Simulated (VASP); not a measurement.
# Pt (I4/mmm) in VASP: further runs

The runs below take Pt through single point, with PBEsol.

Everything below comes from runs of VASP 6.6.1. Logs are shortened: lines on timing, memory, paths and dates and some standing lists are left out, and cuts for length are marked.

## Step 1: The cell of the first run

The structure is tetragonal, space group I4/mmm (No. 139). The conventional cell has a = 2.838 Å, b = 2.838 Å, c = 3.720 Å, α = 90.00°, β = 90.00°, γ = 90.00°. Pt (site symmetry 4/mmm) has 12 Pt at 2.74 to 2.84 Å within 3.6 Å.

## Step 2: Single point, PBEsol (strain +0.025 along x and y, -0.050 along z)

INCAR

```
SYSTEM = Pt
  PREC = Accurate
  ENCUT = 520
  EDIFF = 1E-6
  ISMEAR = 0
  SIGMA = 0.15
  LREAL = .False.
  LASPH = .True.
  NELM = 100
  ALGO = Fast
  ISIF = 2
  LWAVE = .False.
  LCHARG = .True.
  GGA = PS
  LELF = .True.
  LVHAR = .True.
  NBANDS = 11
```

KPOINTS

```
regular mesh
0
Gamma
  20 20 20
  0 0 0
```

POSCAR

```
Pt
1.0
    0.0000000000      2.0068475000      1.8600050000
    2.0068475000      0.0000000000      1.8600050000
    2.0068475000      2.0068475000      0.0000000000
Pt
1
Direct
    0.0000000000      0.0000000000      0.0000000000
```

Potentials or basis: VASP PAW PBE potentials, release 64 (Pt).

Started as:

```sh
cat potpaw_PBE.64/Pt/POTCAR > POTCAR
mpirun -np 1 vasp_std > vasp.out
```

OUTCAR:

```text
SYSTEM = Pt
   PREC = Accurate
   ENCUT = 520
   EDIFF = 1E-6
   ISMEAR = 0
   LREAL = .False.
   LASPH = .True.
   NELM = 100
   ISIF = 2
   GGA = PS

 ion  position               nearest neighbor table
   1  0.000  0.000  0.000-

  LATTYP: Found a body centered tetragonal cell.
 ALAT       =     2.8381109521
 C/A-ratio  =     1.3107345212

  Lattice vectors:

 A1 = (   0.0000000000,  -2.0068475000,  -1.8600050000)
 A2 = (   0.0000000000,   2.0068475000,  -1.8600050000)
 A3 = (   2.0068475000,   0.0000000000,   1.8600050000)

Analysis of symmetry for initial positions (statically):
=====================================================================
 Subroutine PRICEL returns:
 Original cell was already a primitive cell.

 Routine SETGRP: Setting up the symmetry group for a
 body centered tetragonal supercell.

 Subroutine GETGRP returns: Found 16 space group operations
 (whereof 16 operations were pure point group operations)
 out of a pool of 16 trial point group operations.

The static configuration has the point symmetry D_4h.

Analysis of symmetry for dynamics (positions and initial velocities):
=====================================================================
 Subroutine PRICEL returns:
 Original cell was already a primitive cell.

 Routine SETGRP: Setting up the symmetry group for a
 body centered tetragonal supercell.

 Subroutine GETGRP returns: Found 16 space group operations
 (whereof 16 operations were pure point group operations)
 out of a pool of 16 trial point group operations.

The dynamic configuration has the point symmetry D_4h.

 Subroutine INISYM returns: Found 16 space group operations
 (whereof 16 operations are pure point group operations),
 and found     1 'primitive' translations

----------------------------------------------------------------------------------------

                                     Primitive cell

  volume of cell :      14.9821

  direct lattice vectors                    reciprocal lattice vectors
     0.000000000  2.006847500  1.860005000    -0.249146983  0.249146983  0.268816482
     2.006847500  0.000000000  1.860005000     0.249146983 -0.249146983  0.268816482
     2.006847500  2.006847500  0.000000000     0.249146983  0.249146983 -0.268816482

  length of vectors
     2.736248433  2.736248433  2.838110952     0.443182512  0.443182512  0.443182512

  position of ions in fractional coordinates (direct lattice)
     0.000000000  0.000000000  0.000000000

  ion indices of the primitive-cell ions
   primitive index   ion index
                 1           1

----------------------------------------------------------------------------------------

 KPOINTS: regular mesh

Automatic generation of k-mesh.
 Grid dimensions read from file:
 generate k-points for:   20   20   20

 Generating k-lattice:

  Cartesian coordinates                     Fractional coordinates (reciprocal lattice)
    -0.012457349  0.012457349  0.013440824     0.050000000 -0.000000000  0.000000000
     0.012457349 -0.012457349  0.013440824    -0.000000000  0.050000000  0.000000000
     0.012457349  0.012457349 -0.013440824     0.000000000  0.000000000  0.050000000

  Length of vectors
     0.022159126  0.022159126  0.022159126

  Shift w.r.t. Gamma in fractional coordinates (k-lattice)
     0.000000000  0.000000000  0.000000000

 Subroutine IBZKPT returns following result:
 ===========================================

 Found    641 irreducible k-points:

 Following reciprocal coordinates:
            Coordinates               Weight
  0.000000  0.000000  0.000000      1.000000
  0.050000  0.000000  0.000000      8.000000
  0.100000  0.000000  0.000000      8.000000
  0.150000  0.000000  0.000000      8.000000
  0.200000  0.000000  0.000000      8.000000
  0.250000  0.000000  0.000000      8.000000
[... 16 lines left out ...]
 -0.400000  0.050000  0.000000      8.000000
 -0.350000  0.050000  0.000000      8.000000
 [... further k-points ...]
   k-points           NKPTS =    641   k-points in BZ     NKDIM =    641   number of bands    NBANDS=     11
   number of dos      NEDOS =    301   number of ions     NIONS =      1
   total plane-waves  NPLWV =   9600
   dimension x,y,z NGX =    20 NGY =   20 NGZ =   24
   dimension x,y,z NGXF=    40 NGYF=   40 NGZF=   48
   ions per type =               1
   NGX,Y,Z   is equivalent  to a cutoff of  12.15, 12.15, 14.06 a.u.
   NGXF,Y,Z  is equivalent  to a cutoff of  24.30, 24.30, 28.12 a.u.
 SYSTEM =  Pt
   PREC   = accura    normal or accurate (medium, high low for compatibility)
   ISTART =      0    job   : 0-new  1-cont  2-samecut
   ICHARG =      2    charge: 1-file 2-atom 10-const
   ISPIN  =      1    spin polarized calculation?
   LNONCOLLINEAR =      F non collinear calculations
   LSORBIT =      F    spin-orbit coupling
   LASPH  =      T    aspherical Exc in radial PAW
   ENCUT  =  520.0 eV  38.22 Ry    6.18 a.u.   5.09  5.09  5.28*2*pi/ulx,y,z
   NELM   =    100;   NELMIN=  2; NELMDL= -5     # of ELM steps
   EDIFF  = 0.1E-05   stopping-criterion for ELM
   LREAL  =      F    real-space projection
   EDIFFG = 0.1E-04   stopping-criterion for IOM
   NSW    =      0    number of steps for IOM
   IBRION =     -1    ionic relax: 0-MD 1-quasi-New 2-CG
   NFREE  =      0    steps in history (QN), initial steepest desc. (CG)
   ISIF   =      2    stress and relaxation
   ISYM   =      2    0-nonsym 1-usesym 2-fastsym
   POTIM  = 0.5000    time-step for ionic-motion
   TEBEG  =    0.0;   TEEND  =   0.0 temperature during run
   PSTRESS=    0.0 pullay stress
   NELECT =      10.0000    total number of electrons
   NUPDOWN=      -1.0000    fix difference up-down
   EMIN   =  10.00;   EMAX   =-10.00  energy-range for DOS
   EFERMI =   0.00;   METHOD = LEGACY
   ISMEAR =     0;   SIGMA  =   0.15  broadening in eV -4-tet -1-fermi 0-gaus
   EFERMI_NEDOS =   21; number of points for ismear=-14 and -15
   IALGO  =     68    algorithm
   IMIX   =      4    mixing-type and parameters
     AMIX     =   0.40;   BMIX     =  1.00
     AMIX_MAG =   1.60;   BMIX_MAG =  1.00
  volume/ion in A,a.u.               =      14.98       101.10
  Fermi-wavevector in a.u.,A,eV,Ry     =   1.430706  2.703643 27.850052  2.046921
  Thomas-Fermi vector in A             =   2.550523
   LORBIT       =      0    0 simple, 1 ext, 2 COOP (PROOUT), +10 PAW based schemes
   GGA     = PS    functional components
   LHFCALC =     F    Hartree Fock is set to
   AEXX    =    0.0000 exact exchange contribution
   IVDW    =     0    specifies the selected vdW correction
   LEPSILON=     F    determine dielectric tensor
   LRPA    =     F    only Hartree local field effects (RPA)
 non-spin polarized calculation
 RMM-DIIS sequential band-by-band and
 Gauss-broadening in eV      SIGMA  =   0.15
  energy-cutoff  :      520.00
  volume of cell :       14.98
 maximum number of plane-waves:       427
   NGX = 11   NGY = 11   NGZ = 11

 number of electron      10.0000000 magnetization

 Free energy of the ion-electron system (eV)
  ---------------------------------------------------
  ext. energy  EPLUGINS =         0.00000000
  ---------------------------------------------------
  free energy    TOTEN  =        -6.95964929 eV

  energy without entropy =       -6.94075279  energy(sigma->0) =       -6.95020104

 E-fermi :  11.2037     XC(G=0): -13.6654

 val. band max:       11.2016989173   @ k =  -0.1500   0.4000   0.2500
 cond. band min:      11.2059120276   @ k =  -0.4000   0.1500   0.1000
 fundamental gap:      0.0042131102
 Fermi energy:        11.2036713141

 k-point     1 :       0.0000    0.0000    0.0000
  band No.  band energies     occupation
      1       0.8546      2.00000
      2       7.1292      2.00000
      3       7.1292      2.00000
      4       7.9860      2.00000
      5       9.0463      2.00000
      6      10.0375      2.00000
      7      25.9296      0.00000
      8      30.1573      0.00000
      9      30.1573      0.00000
     10      32.2678      0.00000
     11      36.3021      0.00000

 k-point     2 :       0.0500    0.0000    0.0000
  band No.  band energies     occupation
      1       0.9566      2.00000
      2       7.1203      2.00000
      3       7.1695      2.00000
      4       7.9870      2.00000
      5       9.0342      2.00000
      6      10.0045      2.00000
      7      26.0885      0.00000
      8      29.9022      0.00000
      9      30.3118      0.00000
     10      32.0770      0.00000
     11      36.9624      0.00000

 k-point     3 :       0.1000    0.0000    0.0000
  band No.  band energies     occupation
      1       1.2551      2.00000
      2       7.0789      2.00000
      3       7.2731      2.00000
      4       8.0116      2.00000
      5       9.0181      2.00000
      6       9.9199      2.00000
      7      26.5284      0.00000
      8      28.9962      0.00000
      9      30.7652      0.00000
     10      32.1753      0.00000
     11      37.8166      0.00000

 k-point     4 :       0.1500    0.0000    0.0000
  band No.  band energies     occupation
      1       1.7254      2.00000
      2       6.9982      2.00000
      3       7.3843      2.00000
      4       8.0830      2.00000
      5       9.0610      2.00000
      6       9.8267      2.00000
      7      27.1204      0.00000
      8      27.6811      0.00000
      9      31.4871      0.00000
     10      32.7681      0.00000
     11      36.4609      0.00000
[... 239 lines left out ...]
 k-point    22 :      -0.4500    0.0500    0.0000
  band No.  band energies     occupation
      1       3.8780      2.00000
      2       6.9640      2.00000
      3       7.7028      2.00000
      4       9.8413      2.00000
      5      11.3585      0.14446
      6      11.6986      0.00000
      7      17.4530      0.00000
      8      25.5079      0.00000
      9      29.6997      0.00000
     10      30.7716      0.00000
     11      38.9125      0.00000

 k-point    23 :      -0.4000    0.0500    0.0000
  band No.  band energies     occupation
      1       3.8697      2.00000
      2       7.0239      2.00000
      3       7.7558      2.00000
      4       9.2231      2.00000
      5      11.0011      1.94388
      6      11.2938      0.39544
      7      18.7626      0.00000
      8      25.7776      0.00000
      9      30.5454      0.00000
     10      30.9938      0.00000
     11      38.3708      0.00000

 k-point    24 :      -0.3500    0.0500    0.0000
  band No.  band energies     occupation
      1       3.8039      2.00000
      2       7.1310      2.00000
      3       7.8491      2.00000
      4       8.3065      2.00000
      5      10.5067      2.00000
      6      10.9374      1.98794
      7      20.5194      0.00000
      8      26.2637      0.00000
      9      31.4987      0.00000
     10      31.8219      0.00000
     11      36.9321      0.00000

 [... further k-points ...]
[... 5 lines left out ...]
  --------------------------------------------------------------------------------------
  -------------------------------------------------------------------------------------
  Total       -0.0523504     -0.0523504      0.4540893      0.0000000     -0.0000000     -0.0000000
  in kB       -5.5983165     -5.5983165     48.5600407      0.0000000     -0.0000000     -0.0000000
  external PRESSURE =      12.4544692 kB  Pullay stress =       0.0000000 kB

 VOLUME and BASIS-vectors are now :
 -----------------------------------------------------------------------------
  energy-cutoff  :      520.00
  volume of cell :       14.98
      direct lattice vectors                 reciprocal lattice vectors
     0.000000000  2.006847500  1.860005000    -0.249146983  0.249146983  0.268816482
     2.006847500  0.000000000  1.860005000     0.249146983 -0.249146983  0.268816482
     2.006847500  2.006847500  0.000000000     0.249146983  0.249146983 -0.268816482

 POSITION                                       TOTAL-FORCE (eV/Angst)
 -----------------------------------------------------------------------------------
      0.00000      0.00000      0.00000         0.000000     -0.000000     -0.000000
 -----------------------------------------------------------------------------------
    total drift:                                0.000000     -0.000000     -0.000000

  FREE ENERGIE OF THE ION-ELECTRON SYSTEM (eV)
  ---------------------------------------------------
  free  energy   TOTEN  =        -6.9596492925 eV

  energy  without entropy=       -6.9407527858  energy(sigma->0) =       -6.95020104
```

It took 36 s on 1 thread of Intel Xeon 6975P-C (Granite Rapids), shared host; peak memory 0.22 GiB.

Results:

- Free energy: -6.9596 eV
- Pressure: 1.2 GPa
- Band gap on the k mesh: zero (band 5 reaches 12.02 eV, above the bottom of band 6 at 9.44 eV)

Stress tensor (GPa, compression positive):
```
-0.56  0.00  0.00
 0.00 -0.56  0.00
 0.00  0.00  4.86
```

Levels at points of the mesh, in eV from the Fermi level:
```csv
k point,band 3,band 4,band 5,band 6,band 7,band 8
"(0.00, 0.00, 0.00)",-4.07,-3.22,-2.16,-1.17,14.73,18.95
"(0.50, 0.00, 0.00)",-3.41,-0.54,-0.17,0.30,5.92,14.06
"(0.50, 0.50, 0.00)",0.03,0.54,0.54,2.76,10.26,10.47
"(0.50, 0.00, 0.50)",-0.02,0.15,0.82,1.24,8.31,11.61
```

Caveat: the cell differs from its parent crystal (strain +0.025 along x and y, -0.050 along z); the PAW data sets were made with another functional, which shifts forces and pressure a little; spin-orbit coupling is left out, which moves the levels of the heavy elements.

## Step 3: Single point, PBEsol (strain +0.025 along x and y, -0.025 along z)

INCAR

```
SYSTEM = Pt
PREC = Accurate
ENCUT = 520
EDIFF = 1E-6
ISMEAR = 0
SIGMA = 0.15
LREAL = .False.
LASPH = .True.
NELM = 100
ALGO = Normal
ISIF = 2
LWAVE = .False.
LCHARG = .False.
GGA = PS
NBANDS = 11
```

KPOINTS

```
Automatic mesh
0
Gamma
  20 20 20
  0 0 0
```

POSCAR

```
Pt
1.0
    0.0000000000      2.0068475000      1.9089525000
    2.0068475000      0.0000000000      1.9089525000
    2.0068475000      2.0068475000      0.0000000000
Pt
1
Direct
    0.0000000000      0.0000000000      0.0000000000
```

Potentials or basis: VASP PAW PBE potentials, release 64 (Pt).

Started as:

```sh
cat potpaw_PBE.64/Pt/POTCAR > POTCAR
mpirun -np 1 vasp_std > vasp.out
```

It took 28 s on 1 thread of Intel Xeon 6975P-C (Granite Rapids), shared host; peak memory 0.23 GiB.

The run converged. Its results:

```
Free energy            : -6.9611 eV
Pressure               : -6.1 GPa
Band gap on the k mesh : zero (band 5 reaches 11.40 eV, above the bottom of band 6 at 9.06 eV)
```

Stress tensor (GPa, compression positive):
```
-7.35  0.00  0.00
 0.00 -7.35  0.00
 0.00  0.00 -3.71
```

Levels at points of the mesh, in eV from the Fermi level:
```tsv
k point	band 2	band 3	band 4	band 5	band 6	band 7	band 8	band 9
(0.00, 0.00, 0.00)	-3.85	-3.85	-3.30	-1.91	-1.26	14.72	19.11	19.11
(0.50, 0.00, 0.00)	-4.02	-3.44	-0.46	-0.10	0.19	5.68	14.17	18.33
(0.50, 0.50, 0.00)	-6.44	0.00	0.50	0.50	2.41	9.48	10.68	10.68
(0.50, 0.00, 0.50)	-6.42	0.00	0.24	0.68	1.44	8.22	11.44	11.77
```

Caveat: the cell differs from its parent crystal (strain +0.025 along x and y, -0.025 along z); the PAW data sets were made with another functional, which shifts forces and pressure a little; spin-orbit coupling is left out, which moves the levels of the heavy elements.
